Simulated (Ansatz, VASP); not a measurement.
# BP in VASP and in Ansatz

```
CELL_PARAMETERS angstrom
0.00000 2.27408 2.27408
2.27408 0.00000 2.27408
2.27408 2.27408 0.00000
ATOMIC_POSITIONS crystal
B 0.00000 0.00000 0.00000
P 0.25000 0.25000 0.25000
```

Alike in both runs: functional PBE; k mesh 10 × 10 × 10; occupations gaussian, width 0.02 eV; no spin polarisation.

Ansatz relaxed the structure, and its values are those at the end. VASP's run is a single point on that final structure, the one shown.

|  | VASP | Ansatz |
| --- | --- | --- |
| version | VASP 6.6.1 | Ansatz 0.2.0 |
| potentials or method | VASP PAW PBE potentials, release 64 (B, P), cutoff 500 eV | scalar-relativistic, plane waves, PAW |
| valence electrons in the cell | 8 | 8 |

```csv
,VASP,Ansatz,Ansatz less VASP
gap on the k mesh at the Fermi level (eV),1.25,1.25,+0.004
least direct gap on the mesh (eV),3.39,3.39,+0.003
pressure (GPa),-0.2,0.0,+0.21
```
